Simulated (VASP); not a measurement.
Wanted: the native input for a VASP 6.6.1 run.

* Task: single point
* Functional: revPBE
* Potentials or basis: VASP PAW PBE potentials, release 64 (Mg)
* Cutoff: 600 eV
* k mesh: 7 × 7 × 10
* Occupations: fermi-dirac, width 0.1 eV
* Spin: no spin polarisation
* Dipole correction: no
* Further INCAR settings: ALGO = Normal; EDIFF = 1e-06; NBANDS = 10

The structure of Mg lies in POSCAR:

```
Mg
1.0
    5.1503688829      0.0000000000      0.0000000000
   -2.5751844415      4.4603502915      0.0000000000
    0.0000000000      0.0000000000      3.1240596837
Mg
3
Direct
    1.0000000000      1.0000000000      0.0000000000
    0.3333333333      0.6666666667      0.5000000000
    0.6666666667      0.3333333333      0.5000000000
```

One way to write it, as run:

INCAR

```
ALGO = Normal
EDIFF = 1E-6
ENCUT = 600
GGA = RE
GGA_COMPAT = F
ISIF = 2
ISMEAR = -1
LASPH = T
LCHARG = T
LELF = T
LREAL = F
LVHAR = T
LWAVE = F
NBANDS = 10
NELM = 120
PREC = Accurate
SIGMA = 0.1
```

KPOINTS

```
k-points
0
Gamma
  7 7 10
```

Potentials or basis: VASP PAW PBE potentials, release 64 (Mg).

Run with:

```sh
$ cat potpaw_PBE.64/Mg/POTCAR > POTCAR
$ mpirun -np 1 vasp_std > vasp.out
```

Results of the run:

```json
{"Pressure": "-0.2 GPa", "Band gap on the k mesh": "zero (band 3 reaches 5.96 eV, above the bottom of band 4 at 1.62 eV)"}
```

Caveat: the PAW data sets were made with another functional, which shifts forces and pressure a little.

Wall time 43 s on 1 thread of Intel(R) Xeon(R) Platinum 8375C CPU @ 2.90GHz (Ice Lake), with other jobs on the host, peak memory 0.22 GiB.
